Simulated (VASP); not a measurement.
# Ir (Fm-3m) in VASP: single point with PBE

Aim: the single point of Ir with PBE.

Everything below comes from runs of VASP 6.6.1. Logs are shortened: lines on timing, memory, paths and dates and some standing lists are left out, and cuts for length are marked.

**1. The cell of the first run**

Symmetry: Fm-3m, No. 225, cubic system. Conventional cell: a = 3.871 Å, b = 3.871 Å, c = 3.871 Å, α = 90.00°, β = 90.00°, γ = 90.00°. Within 3.6 Å of Ir (site symmetry m-3m) lie 12 Ir at 2.74 Å.

**2. Single point, PBE**

INCAR

```
SYSTEM = Ir
PREC = Accurate
ENCUT = 520
EDIFF = 1E-6
ISMEAR = 0
SIGMA = 0.1
LREAL = .FALSE.
LASPH = .TRUE.
NELM = 100
ALGO = Fast
ISIF = 2
LWAVE = .FALSE.
LCHARG = .TRUE.
GGA = PE
LELF = .TRUE.
LVHAR = .TRUE.
NBANDS = 10
```

KPOINTS

```
Automatic mesh
0
G
  48 48 48
  0 0 0
```

POSCAR

```
Ir
1.0
    0.0000000000      1.9353048277      1.9353048277
    1.9353048277      0.0000000000      1.9353048277
    1.9353048277      1.9353048277      0.0000000000
Ir
1
Direct
    0.0000000000      0.0000000000      0.0000000000
```

Potentials or basis: VASP PAW PBE potentials, release 64 (Ir).

Command:

```
cat potpaw_PBE.64/Ir/POTCAR > POTCAR
mpirun -np 1 vasp_std > vasp.out
```

OUTCAR:

```text
SYSTEM = Ir
   PREC = Accurate
   ENCUT = 520
   EDIFF = 1E-6
   ISMEAR = 0
   LREAL = .FALSE.
   LASPH = .TRUE.
   NELM = 100
   ISIF = 2
   GGA = PE

 ion  position               nearest neighbor table
   1  0.000  0.000  0.000-

  LATTYP: Found a face centered cubic cell.
 ALAT       =     3.8706096554

  Lattice vectors:

 A1 = (   0.0000000000,   1.9353048277,   1.9353048277)
 A2 = (   1.9353048277,   0.0000000000,   1.9353048277)
 A3 = (   1.9353048277,   1.9353048277,   0.0000000000)

Analysis of symmetry for initial positions (statically):
=====================================================================
 Subroutine PRICEL returns:
 Original cell was already a primitive cell.

 Routine SETGRP: Setting up the symmetry group for a
 face centered cubic supercell.

 Subroutine GETGRP returns: Found 48 space group operations
 (whereof 48 operations were pure point group operations)
 out of a pool of 48 trial point group operations.

The static configuration has the point symmetry O_h .

Analysis of symmetry for dynamics (positions and initial velocities):
=====================================================================
 Subroutine PRICEL returns:
 Original cell was already a primitive cell.

 Routine SETGRP: Setting up the symmetry group for a
 face centered cubic supercell.

 Subroutine GETGRP returns: Found 48 space group operations
 (whereof 48 operations were pure point group operations)
 out of a pool of 48 trial point group operations.

The dynamic configuration has the point symmetry O_h .

 Subroutine INISYM returns: Found 48 space group operations
 (whereof 48 operations are pure point group operations),
 and found     1 'primitive' translations

----------------------------------------------------------------------------------------

                                     Primitive cell

  volume of cell :      14.4970

  direct lattice vectors                    reciprocal lattice vectors
     0.000000000  1.935304828  1.935304828    -0.258357233  0.258357233  0.258357233
     1.935304828  0.000000000  1.935304828     0.258357233 -0.258357233  0.258357233
     1.935304828  1.935304828  0.000000000     0.258357233  0.258357233 -0.258357233

  length of vectors
     2.736934335  2.736934335  2.736934335     0.447487854  0.447487854  0.447487854

  position of ions in fractional coordinates (direct lattice)
     0.000000000  0.000000000  0.000000000

  ion indices of the primitive-cell ions
   primitive index   ion index
                 1           1
[... 72 lines left out ...]
   EDIFF  = 0.1E-05   stopping-criterion for ELM
   LREAL  =      F    real-space projection
   EDIFFG = 0.1E-04   stopping-criterion for IOM
   NSW    =      0    number of steps for IOM
   IBRION =     -1    ionic relax: 0-MD 1-quasi-New 2-CG
   NFREE  =      0    steps in history (QN), initial steepest desc. (CG)
   ISIF   =      2    stress and relaxation
   ISYM   =      2    0-nonsym 1-usesym 2-fastsym
   POTIM  = 0.5000    time-step for ionic-motion
   TEBEG  =    0.0;   TEEND  =   0.0 temperature during run
   PSTRESS=    0.0 pullay stress
   NELECT =       9.0000    total number of electrons
   NUPDOWN=      -1.0000    fix difference up-down
   EMIN   =  10.00;   EMAX   =-10.00  energy-range for DOS
   EFERMI =   0.00;   METHOD = LEGACY
   ISMEAR =     0;   SIGMA  =   0.10  broadening in eV -4-tet -1-fermi 0-gaus
   EFERMI_NEDOS =   21; number of points for ismear=-14 and -15
   IALGO  =     68    algorithm
   IMIX   =      4    mixing-type and parameters
     AMIX     =   0.40;   BMIX     =  1.00
     AMIX_MAG =   1.60;   BMIX_MAG =  1.00
  volume/ion in A,a.u.               =      14.50        97.83
  Fermi-wavevector in a.u.,A,eV,Ry     =   1.396571  2.639136 26.536939  1.950410
  Thomas-Fermi vector in A             =   2.519912
   LORBIT       =      0    0 simple, 1 ext, 2 COOP (PROOUT), +10 PAW based schemes
   GGA     = PE    functional components
   LHFCALC =     F    Hartree Fock is set to
   AEXX    =    0.0000 exact exchange contribution
   IVDW    =     0    specifies the selected vdW correction
   LEPSILON=     F    determine dielectric tensor
   LRPA    =     F    only Hartree local field effects (RPA)
 non-spin polarized calculation
 RMM-DIIS sequential band-by-band and
 Gauss-broadening in eV      SIGMA  =   0.10
  energy-cutoff  :      520.00
  volume of cell :       14.50
 maximum number of plane-waves:       400
   NGX = 11   NGY = 11   NGZ = 11

 number of electron       9.0000000 magnetization

 Free energy of the ion-electron system (eV)
  ---------------------------------------------------
  ext. energy  EPLUGINS =         0.00000000
  ---------------------------------------------------
  free energy    TOTEN  =        -8.85228361 eV

  energy without entropy =       -8.84771459  energy(sigma->0) =       -8.84999910

 E-fermi :   9.9668     XC(G=0): -13.8431

 val. band max:        9.9656782479   @ k =  -0.4583   0.4167   0.0833
 cond. band min:       9.9672709333   @ k =  -0.4583   0.4792   0.0417
 fundamental gap:      0.0015926854
 Fermi energy:         9.9667506235

 k-point     1 :       0.0000    0.0000    0.0000
  band No.  band energies     occupation
      1      -0.8708      2.00000
      2       6.2433      2.00000
      3       6.2433      2.00000
      4       6.2433      2.00000
      5       8.8290      2.00000
      6       8.8290      2.00000
      7      24.3586      0.00000
      8      29.7997      0.00000
      9      29.7997      0.00000
     10      29.7997      0.00000
[... 287 lines left out ...]
 k-point    24 :       0.4792    0.0000    0.0000
  band No.  band energies     occupation
      1       2.1432      2.00000
      2       6.1512      2.00000
      3       6.1512      2.00000
      4       9.2121      2.00000
      5      10.8187      0.00000
      6      10.8187      0.00000
      7      17.1046      0.00000
      8      23.9196      0.00000
      9      29.6134      0.00000
     10      29.6134      0.00000

 [... further k-points ...]
[... 5 lines left out ...]
  --------------------------------------------------------------------------------------
  -------------------------------------------------------------------------------------
  Total        0.0360865      0.0360865      0.0360865      0.0000000      0.0000000      0.0000000
  in kB        3.9882064      3.9882064      3.9882064      0.0000000      0.0000000      0.0000000
  external PRESSURE =       3.9882064 kB  Pullay stress =       0.0000000 kB

 VOLUME and BASIS-vectors are now :
 -----------------------------------------------------------------------------
  energy-cutoff  :      520.00
  volume of cell :       14.50
      direct lattice vectors                 reciprocal lattice vectors
     0.000000000  1.935304828  1.935304828    -0.258357233  0.258357233  0.258357233
     1.935304828  0.000000000  1.935304828     0.258357233 -0.258357233  0.258357233
     1.935304828  1.935304828  0.000000000     0.258357233  0.258357233 -0.258357233

 POSITION                                       TOTAL-FORCE (eV/Angst)
 -----------------------------------------------------------------------------------
      0.00000      0.00000      0.00000         0.000000      0.000000      0.000000
 -----------------------------------------------------------------------------------
    total drift:                               -0.000000     -0.000000      0.000000

  FREE ENERGIE OF THE ION-ELECTRON SYSTEM (eV)
  ---------------------------------------------------
  free  energy   TOTEN  =        -8.8522836126 eV

  energy  without entropy=       -8.8477145915  energy(sigma->0) =       -8.84999910
```

OSZICAR:

```text
N       E                     dE             d eps       ncg     rms          rms(c)
DAV:   1     0.473945018565E+02    0.47395E+02   -0.43549E+03 55908   0.817E+02
DAV:   2    -0.851103284191E+01   -0.55906E+02   -0.53007E+02 56742   0.194E+02
DAV:   3    -0.941063365142E+01   -0.89960E+00   -0.89625E+00 64700   0.301E+01
DAV:   4    -0.941878639942E+01   -0.81527E-02   -0.81512E-02 62358   0.265E+00
DAV:   5    -0.941895155999E+01   -0.16516E-03   -0.16516E-03 63398   0.364E-01    0.143E+01
RMM:   6    -0.893888984137E+01    0.48006E+00   -0.41074E-01 57321   0.800E+00    0.561E+00
RMM:   7    -0.885632562817E+01    0.82564E-01   -0.17336E-01 58896   0.384E+00    0.155E+00
RMM:   8    -0.885599327228E+01    0.33236E-03   -0.18810E-02 67912   0.167E+00    0.126E+00
RMM:   9    -0.885387641385E+01    0.21169E-02   -0.37747E-03 69856   0.517E-01    0.576E-01
RMM:  10    -0.885222895636E+01    0.16475E-02   -0.32451E-03 58832   0.823E-01    0.170E-01
RMM:  11    -0.885229392168E+01   -0.64965E-04   -0.23911E-04 68765   0.146E-01    0.142E-01
RMM:  12    -0.885230712110E+01   -0.13199E-04   -0.54017E-05 69066   0.547E-02    0.167E-01
RMM:  13    -0.885228285673E+01    0.24264E-04   -0.76070E-05 63550   0.950E-02    0.210E-02
RMM:  14    -0.885228413683E+01   -0.12801E-05   -0.12654E-05 66263   0.333E-02    0.510E-03
RMM:  15    -0.885228361256E+01    0.52427E-06   -0.16927E-06 49755   0.114E-02
   1 F= -.88522836E+01 E0= -.88499991E+01  d E =-.456902E-02
```

stdout:

```text
POSCAR found type information on POSCAR Ir
 POSCAR found :  1 types and       1 ions
 scaLAPACK will be used
 LDA part: xc-table for (Slater+PW92), standard interpolation
 POSCAR, INCAR and KPOINTS ok, starting setup
 FFT: planning ... GRIDC
 FFT: planning ... GRID_SOFT
 FFT: planning ... GRID
 WAVECAR not read
 entering main loop
```

It used 460 s of CPU time on 1 thread of AMD EPYC 7R13 Processor (Zen 3), on a shared host.

Results:

* Free energy: -8.8523 eV
* Pressure: 0.4 GPa

Caveat: spin-orbit coupling is left out, which moves the levels of the heavy elements.
